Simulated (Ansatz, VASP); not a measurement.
**MnO in VASP and in Ansatz**

INCAR

```
PREC = Accurate
ENCUT = 520
EDIFF = 1E-8
ISMEAR = -1
SIGMA = 0.05
LREAL = F
LASPH = T
NELM = 150
ALGO = Normal
ISIF = 2
LWAVE = F
LCHARG = F
ISPIN = 2
MAGMOM = 4 0
LORBIT = 11
LMAXMIX = 4
GGA = CA
LEFG = T
NBANDS = 20
```

File KPOINTS:

```
regular mesh
0
Gamma
  16 16 16
```

The input POSCAR:

```
MnO
1.0
    0.0000000000      2.1997800000      2.2220000000
    2.1997800000      0.0000000000      2.2220000000
    2.1997800000      2.1997800000      0.0000000000
Mn O
1 1
Direct
    0.0000000000      0.0000000000      0.0000000000
    0.5000000000      0.5000000000      0.5000000000
```

Input for Ansatz:

```yaml
crystal:
  lattice:
    - [0.0, 2.19978, 2.222]
    - [2.19978, 0.0, 2.222]
    - [2.19978, 2.19978, 0.0]
  atoms:
    - { symbol: Mn, position: [0.0, 0.0, 0.0], spin: 4.0 }
    - { symbol: O, position: [0.5, 0.5, 0.5] }
magnetization:
  spin_polarized: true
kpoints:
  mp_grid: { grid: [16, 16, 16] }
scf:
  occupations: { method: fermi_dirac, width: 0.05 }
hamiltonian:
  xc: lda
  pseudopotentials: { kind: all_electron, datasets: crystal }
output:
  forces: true
  stress: true
  eigenvalues: true
  efg: { contact_densities: true }
```

Change from the starting cell: equal xx and yy strain of -1 %, crystal datasets.

Alike in both runs: task electric field gradients; functional LDA; k mesh 16 × 16 × 16; occupations fermi-dirac, width 0.05 eV; collinear spin.

|  | VASP | Ansatz |
| --- | --- | --- |
| version | VASP 6.6.1 | Ansatz 0.2.0 |
| potentials or method | VASP PAW LDA potentials, release 64 (Mn_pv, O), cutoff 520 eV | all-electron PAW with datasets made for the crystal, scalar-relativistic |

Ansatz gave:

* pressure (GPa): -14.6
* traceless stress, the component that is largest in VASP (GPa): 0.26
* net moment per atom (μB): 2.27
* size of the moment on the site where the two differ most (μB): 3.86
* size of Vzz on the site where it differs most (V/Å²): 1.5

Problem. What did VASP give for the same quantities?

Solution. Pressure (GPa): -15.7; traceless stress, the component that is largest in VASP (GPa): 0.29; net moment per atom (μB): 2.24; size of the moment on the site where the two differ most (μB): 4.07; size of Vzz on the site where it differs most (V/Å²): 1.6.

LDA's correlation is that of Perdew and Zunger in VASP and of Perdew and Wang (1992) in Ansatz. Site moments also hang on the region over which each program counts them. Ansatz ran all-electron here, and VASP with PAW potentials.
